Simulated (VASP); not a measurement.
# CsI in VASP: a series of runs

The runs below take CsI through single point, with PBE, HSE06.

Everything below comes from runs of VASP 6.6.1. Logs are shortened: lines on timing, memory, paths and dates and some standing lists are left out, and cuts for length are marked.

**1. The cell of the first run**

It takes space group P4mm (No. 99, tetragonal). Conventional cell: a = 4.665 Å, b = 4.665 Å, c = 4.665 Å, α = 90.00°, β = 90.00°, γ = 90.00°. Cs (site symmetry 4mm) has 8 I at 4.01 to 4.07 Å and 6 Cs at 4.67 Å within 5.3 Å. I (site symmetry 4mm) has 8 Cs at 4.01 to 4.07 Å and 6 I at 4.67 Å within 5.3 Å.

**2. Single point, PBE (atom 2 (I) moved 0.05 Å along x)**

INCAR reads:

```
SYSTEM = CsI
PREC = Accurate
ENCUT = 500
EDIFF = 1E-6
ISMEAR = 0
SIGMA = 0.05
LREAL = .FALSE.
LASPH = .TRUE.
NELM = 120
ALGO = Normal
ISIF = 2
LWAVE = .FALSE.
LCHARG = .FALSE.
GGA = PE
NBANDS = 15
GGA_COMPAT = .FALSE.
```

KPOINTS reads:

```
regular mesh
0
G
  8 8 8
  0 0 0
```

POSCAR reads:

```
CsI
1.0
    4.6654673611      0.0000000000      0.0000000000
    0.0000000000      4.6654673611      0.0000000000
    0.0000000000      0.0000000000      4.6654673611
Cs I
1 1
Direct
    0.0000000000      0.0000000000      0.0000000000
    0.5107170399      0.5000000000      0.5000000000
```

Potentials or basis: VASP PAW PBE potentials, release 64 (Cs_sv, I).

Command:

```
cat potpaw_PBE.64/Cs_sv/POTCAR potpaw_PBE.64/I/POTCAR > POTCAR
mpirun -np 1 vasp_std > vasp.out
```

OUTCAR:

```text
SYSTEM = CsI
   PREC = Accurate
   ENCUT = 500
   EDIFF = 1E-6
   ISMEAR = 0
   LREAL = .FALSE.
   LASPH = .TRUE.
   NELM = 120
   ISIF = 2
   GGA = PE

 ion  position               nearest neighbor table
   1  0.000  0.000  0.000-
   2  0.511  0.500  0.500-

  LATTYP: Found a simple cubic cell.
 ALAT       =     4.6654673611

  Lattice vectors:

 A1 = (   4.6654673611,   0.0000000000,   0.0000000000)
 A2 = (   0.0000000000,   4.6654673611,   0.0000000000)
 A3 = (   0.0000000000,   0.0000000000,   4.6654673611)

Analysis of symmetry for initial positions (statically):
=====================================================================
 Subroutine PRICEL returns:
 Original cell was already a primitive cell.

 Routine SETGRP: Setting up the symmetry group for a
 simple cubic supercell.

 Subroutine GETGRP returns: Found  8 space group operations
 (whereof  8 operations were pure point group operations)
 out of a pool of 48 trial point group operations.

The static configuration has the point symmetry C_4v.

Analysis of symmetry for dynamics (positions and initial velocities):
=====================================================================
 Subroutine PRICEL returns:
 Original cell was already a primitive cell.

 Routine SETGRP: Setting up the symmetry group for a
 simple cubic supercell.

 Subroutine GETGRP returns: Found  8 space group operations
 (whereof  8 operations were pure point group operations)
 out of a pool of 48 trial point group operations.

The dynamic configuration has the point symmetry C_4v.

 Subroutine INISYM returns: Found  8 space group operations
 (whereof  8 operations are pure point group operations),
 and found     1 'primitive' translations

----------------------------------------------------------------------------------------

                                     Primitive cell

  volume of cell :     101.5513

  direct lattice vectors                    reciprocal lattice vectors
     4.665467361  0.000000000  0.000000000     0.214340799  0.000000000  0.000000000
     0.000000000  4.665467361  0.000000000     0.000000000  0.214340799  0.000000000
     0.000000000  0.000000000  4.665467361     0.000000000  0.000000000  0.214340799

  length of vectors
     4.665467361  4.665467361  4.665467361     0.214340799  0.214340799  0.214340799

  position of ions in fractional coordinates (direct lattice)
     0.000000000  0.000000000  0.000000000
     0.510717040  0.500000000  0.500000000

  ion indices of the primitive-cell ions
   primitive index   ion index
                 1           1
                 2           2

----------------------------------------------------------------------------------------

 KPOINTS: regular mesh

Automatic generation of k-mesh.
 Grid dimensions read from file:
 generate k-points for:    8    8    8

 Generating k-lattice:

  Cartesian coordinates                     Fractional coordinates (reciprocal lattice)
     0.026792600  0.000000000  0.000000000     0.125000000  0.000000000  0.000000000
     0.000000000  0.026792600  0.000000000     0.000000000  0.125000000  0.000000000
     0.000000000  0.000000000  0.026792600     0.000000000  0.000000000  0.125000000

  Length of vectors
     0.026792600  0.026792600  0.026792600

  Shift w.r.t. Gamma in fractional coordinates (k-lattice)
     0.000000000  0.000000000  0.000000000

 Subroutine IBZKPT returns following result:
 ===========================================

 Found     75 irreducible k-points:

 Following reciprocal coordinates:
            Coordinates               Weight
  0.000000  0.000000  0.000000      1.000000
  0.125000  0.000000  0.000000      2.000000
  0.000000  0.125000  0.000000      4.000000
  0.250000  0.000000  0.000000      2.000000
  0.000000  0.250000  0.000000      4.000000
  0.375000  0.000000  0.000000      2.000000
[... 16 lines left out ...]
  0.375000  0.250000  0.000000      8.000000
  0.000000  0.375000  0.250000      8.000000
 [... further k-points ...]
   k-points           NKPTS =     75   k-points in BZ     NKDIM =     75   number of bands    NBANDS=     15
   number of dos      NEDOS =    301   number of ions     NIONS =      2
   total plane-waves  NPLWV =  46656
   dimension x,y,z NGX =    36 NGY =   36 NGZ =   36
   dimension x,y,z NGXF=    72 NGYF=   72 NGZF=   72
   ions per type =               1   1
   NGX,Y,Z   is equivalent  to a cutoff of  12.83, 12.83, 12.83 a.u.
   NGXF,Y,Z  is equivalent  to a cutoff of  25.66, 25.66, 25.66 a.u.
 SYSTEM =  CsI
   PREC   = accura    normal or accurate (medium, high low for compatibility)
   ISTART =      0    job   : 0-new  1-cont  2-samecut
   ICHARG =      2    charge: 1-file 2-atom 10-const
   ISPIN  =      1    spin polarized calculation?
   LNONCOLLINEAR =      F non collinear calculations
   LSORBIT =      F    spin-orbit coupling
   LASPH  =      T    aspherical Exc in radial PAW
   ENCUT  =  500.0 eV  36.75 Ry    6.06 a.u.   8.51  8.51  8.51*2*pi/ulx,y,z
   NELM   =    120;   NELMIN=  2; NELMDL= -5     # of ELM steps
   EDIFF  = 0.1E-05   stopping-criterion for ELM
   LREAL  =      F    real-space projection
[... 7 lines left out ...]
   TEBEG  =    0.0;   TEEND  =   0.0 temperature during run
   PSTRESS=    0.0 pullay stress
   NELECT =      16.0000    total number of electrons
   NUPDOWN=      -1.0000    fix difference up-down
   EMIN   =  10.00;   EMAX   =-10.00  energy-range for DOS
   EFERMI =   0.00;   METHOD = LEGACY
   ISMEAR =     0;   SIGMA  =   0.05  broadening in eV -4-tet -1-fermi 0-gaus
   EFERMI_NEDOS =   21; number of points for ismear=-14 and -15
   IALGO  =     38    algorithm
   IMIX   =      4    mixing-type and parameters
     AMIX     =   0.40;   BMIX     =  1.00
     AMIX_MAG =   1.60;   BMIX_MAG =  1.00
  volume/ion in A,a.u.               =      50.78       342.65
  Fermi-wavevector in a.u.,A,eV,Ry     =   0.884205  1.670905 10.637288  0.781819
  Thomas-Fermi vector in A             =   2.005074
   LORBIT       =      0    0 simple, 1 ext, 2 COOP (PROOUT), +10 PAW based schemes
   GGA     = PE    functional components
   LHFCALC =     F    Hartree Fock is set to
   AEXX    =    0.0000 exact exchange contribution
   IVDW    =     0    specifies the selected vdW correction
   LEPSILON=     F    determine dielectric tensor
   LRPA    =     F    only Hartree local field effects (RPA)
 non-spin polarized calculation
 Gauss-broadening in eV      SIGMA  =   0.05
  energy-cutoff  :      500.00
  volume of cell :      101.55
 maximum number of plane-waves:      2612
 NGX is ok and might be reduce to    36
   NGX = 17   NGY = 17   NGZ = 17

 number of electron      15.9999999 magnetization

 Free energy of the ion-electron system (eV)
  ---------------------------------------------------
  ext. energy  EPLUGINS =         0.00000000
  ---------------------------------------------------
  free energy    TOTEN  =        -5.44222574 eV

  energy without entropy =       -5.44222574  energy(sigma->0) =       -5.44222574

 E-fermi :   0.6619     XC(G=0):  -7.4969

 val. band max:        0.4463730357   @ k =   0.0000   0.5000   0.5000
 cond. band min:       4.1242489454   @ k =   0.0000   0.0000   0.0000
 fundamental gap:      3.6778759097
 Fermi energy:         0.6618737629

 k-point     1 :       0.0000    0.0000    0.0000
  band No.  band energies     occupation
      1     -20.0302      2.00000
      2     -10.1167      2.00000
      3      -6.7387      2.00000
      4      -6.7387      2.00000
      5      -6.7385      2.00000
      6       0.3494      2.00000
      7       0.3502      2.00000
      8       0.3502      2.00000
      9       4.1242      0.00000
     10       4.7146      0.00000
     11       4.7190      0.00000
     12       8.0655      0.00000
     13       8.0687      0.00000
     14       8.0687      0.00000
     15      10.4343      0.00000

 k-point     2 :       0.1250    0.0000    0.0000
  band No.  band energies     occupation
      1     -20.0276      2.00000
      2     -10.1164      2.00000
      3      -6.7600      2.00000
      4      -6.7316      2.00000
      5      -6.7316      2.00000
      6       0.0931      2.00000
      7       0.3341      2.00000
      8       0.3341      2.00000
      9       4.4556      0.00000
     10       4.8034      0.00000
     11       5.0269      0.00000
     12       8.0169      0.00000
     13       8.0169      0.00000
     14       8.1316      0.00000
     15       9.7190      0.00000

 k-point     3 :       0.0000    0.1250    0.0000
  band No.  band energies     occupation
      1     -20.0276      2.00000
      2     -10.1164      2.00000
      3      -6.7603      2.00000
      4      -6.7316      2.00000
      5      -6.7313      2.00000
      6       0.0936      2.00000
      7       0.3337      2.00000
      8       0.3340      2.00000
      9       4.4562      0.00000
     10       4.8063      0.00000
     11       5.0230      0.00000
     12       8.0133      0.00000
     13       8.0173      0.00000
     14       8.1358      0.00000
     15       9.7104      0.00000
[... 343 lines left out ...]
 k-point    23 :       0.3750    0.2500    0.0000
  band No.  band energies     occupation
      1     -20.0062      2.00000
      2     -10.0582      2.00000
      3      -6.9343      2.00000
      4      -6.8388      2.00000
      5      -6.6802      2.00000
      6      -0.5832      2.00000
      7      -0.1079      2.00000
      8       0.3309      2.00000
      9       5.3703      0.00000
     10       5.8102      0.00000
     11       6.9981      0.00000
     12       7.0985      0.00000
     13       7.6187      0.00000
     14       8.0482      0.00000
     15       8.9135      0.00000

 k-point    24 :       0.0000    0.3750    0.2500
  band No.  band energies     occupation
      1     -20.0062      2.00000
      2     -10.0582      2.00000
      3      -6.9340      2.00000
      4      -6.8392      2.00000
      5      -6.6804      2.00000
      6      -0.5832      2.00000
      7      -0.1080      2.00000
      8       0.3318      2.00000
      9       5.3682      0.00000
     10       5.8100      0.00000
     11       6.9960      0.00000
     12       7.1053      0.00000
     13       7.6184      0.00000
     14       8.0546      0.00000
     15       8.9070      0.00000

 [... further k-points ...]

------------------------ aborting loop because EDIFF is reached ----------------------------------------

  FORCE on cell =-STRESS in cart. coord.  units (eV):
  Direction    XX          YY          ZZ          XY          YZ          ZX
  --------------------------------------------------------------------------------------
  -------------------------------------------------------------------------------------
  Total        0.0227842      0.0241648      0.0241648      0.0000000      0.0000000      0.0000000
  in kB        0.3594677      0.3812490      0.3812490      0.0000000      0.0000000      0.0000000
  external PRESSURE =       0.3739886 kB  Pullay stress =       0.0000000 kB

 VOLUME and BASIS-vectors are now :
 -----------------------------------------------------------------------------
  energy-cutoff  :      500.00
  volume of cell :      101.55
      direct lattice vectors                 reciprocal lattice vectors
     4.665467361  0.000000000  0.000000000     0.214340799  0.000000000  0.000000000
     0.000000000  4.665467361  0.000000000     0.000000000  0.214340799  0.000000000
     0.000000000  0.000000000  4.665467361     0.000000000  0.000000000  0.214340799

 POSITION                                       TOTAL-FORCE (eV/Angst)
 -----------------------------------------------------------------------------------
      0.00000      0.00000      0.00000         0.026520      0.000000     -0.000000
      2.38273      2.33273      2.33273        -0.026520     -0.000000      0.000000
 -----------------------------------------------------------------------------------
    total drift:                               -0.000038      0.000000      0.000000

  FREE ENERGIE OF THE ION-ELECTRON SYSTEM (eV)
  ---------------------------------------------------
  free  energy   TOTEN  =        -5.4422257425 eV

  energy  without entropy=       -5.4422257425  energy(sigma->0) =       -5.44222574
```

Run time: 37 s. Hardware: 1 thread of AMD EPYC 9R45 (Zen 5), shared host; peak memory 0.24 GiB.

Results:

```yaml
Free_energy: -5.4422 eV
Pressure: 0.0 GPa
Largest_force: 0.027 eV/Å
Band_gap_on_the_k_mesh: 3.68 eV (least direct gap 3.77 eV)
```

Forces in eV/Å, atoms in the order of the input:
```
Cs   0.027  0.000  0.000
I   -0.027  0.000  0.000
```

Levels at points of the mesh, in eV from the valence-band top:
```csv
k point,band 6,band 7,band 8,band 9,band 10,band 11
"(0.00, 0.00, 0.00)",-0.10,-0.10,-0.10,3.68,4.27,4.27
"(0.50, 0.00, 0.00)",-1.41,-0.21,-0.21,5.21,6.22,6.45
"(0.00, 0.50, 0.00)",-1.41,-0.21,-0.21,5.21,6.22,6.44
"(0.50, 0.50, 0.00)",-0.81,-0.81,0.00,4.25,4.89,6.08
"(0.00, 0.50, 0.50)",-0.81,-0.81,0.00,4.25,4.89,6.08
"(0.50, 0.50, 0.50)",-1.16,-1.16,-1.16,6.96,6.96,6.98
```

Caveat: the cell differs from its parent crystal (atom 2 (I) moved 0.05 Å along x); spin-orbit coupling is left out, which moves the levels of the heavy elements. A k mesh can miss the band edges.

**3. Single point, HSE06**

POSCAR: that of step 2 with these lines changed.

```diff
@@ -9,2 +9,2 @@
     0.0000000000      0.0000000000      0.0000000000
-    0.5107170399      0.5000000000      0.5000000000
+    0.5000000000      0.5000000000      0.5000000000
```

INCAR.step1 reads:

```
PREC = Accurate
ENCUT = 400
EDIFF = 1E-5
ISMEAR = 0
SIGMA = 0.05
LREAL = False
LASPH = True
NELM = 120
ALGO = Normal
ISIF = 2
LWAVE = True
LCHARG = False
GGA = PE
NBANDS = 15
GGA_COMPAT = False
```

INCAR.step2 reads:

```
PREC = Accurate
ENCUT = 400
EDIFF = 1E-6
ISMEAR = 0
SIGMA = 0.05
LREAL = False
LASPH = True
NELM = 120
ALGO = Normal
ISIF = 2
LWAVE = False
LCHARG = False
GGA = PE
LHFCALC = True
HFSCREEN = 0.2079
PRECFOCK = Normal
ISTART = 1
NBANDS = 15
GGA_COMPAT = False
```

KPOINTS reads:

```
regular mesh
0
Gamma
  4 4 4
```

Potentials or basis: VASP PAW PBE potentials, release 64 (Cs_sv, I).

Command:

```
cat potpaw_PBE.64/Cs_sv/POTCAR potpaw_PBE.64/I/POTCAR > POTCAR
cp INCAR.step1 INCAR
mpirun -np 1 vasp_std > vasp.out
cp INCAR.step2 INCAR
mpirun -np 1 vasp_std > vasp.out
```

Run time: 3.3 min. Hardware: 1 thread of AMD EPYC 9R45 (Zen 5), shared host; peak memory 0.25 GiB.

It converged, with:

* Free energy: -6.3090 eV
* Pressure: -0.2 GPa
* Band gap on the k mesh: 4.65 eV (least direct gap 4.76 eV)

Levels at points of the mesh, in eV from the valence-band top:
| k point | band 5 | band 6 | band 7 | band 8 | band 9 | band 10 | band 11 | band 12 |
| --- | --- | --- | --- | --- | --- | --- | --- | --- |
| (0.00, 0.00, 0.00) | -7.63 | -0.10 | -0.10 | -0.10 | 4.65 | 5.23 | 5.23 | 8.83 |
| (0.50, 0.00, 0.00) | -7.58 | -1.49 | -0.22 | -0.22 | 6.27 | 7.23 | 7.54 | 7.85 |
| (0.50, 0.50, 0.00) | -7.55 | -0.88 | -0.88 | 0.00 | 5.22 | 5.91 | 7.16 | 7.16 |
| (0.50, 0.50, 0.50) | -7.85 | -1.23 | -1.23 | -1.23 | 7.99 | 7.99 | 7.99 | 8.77 |

Caveat: the PAW data sets were made with another functional, which shifts forces and pressure a little; spin-orbit coupling is left out, which moves the levels of the heavy elements. A k mesh can miss the band edges.
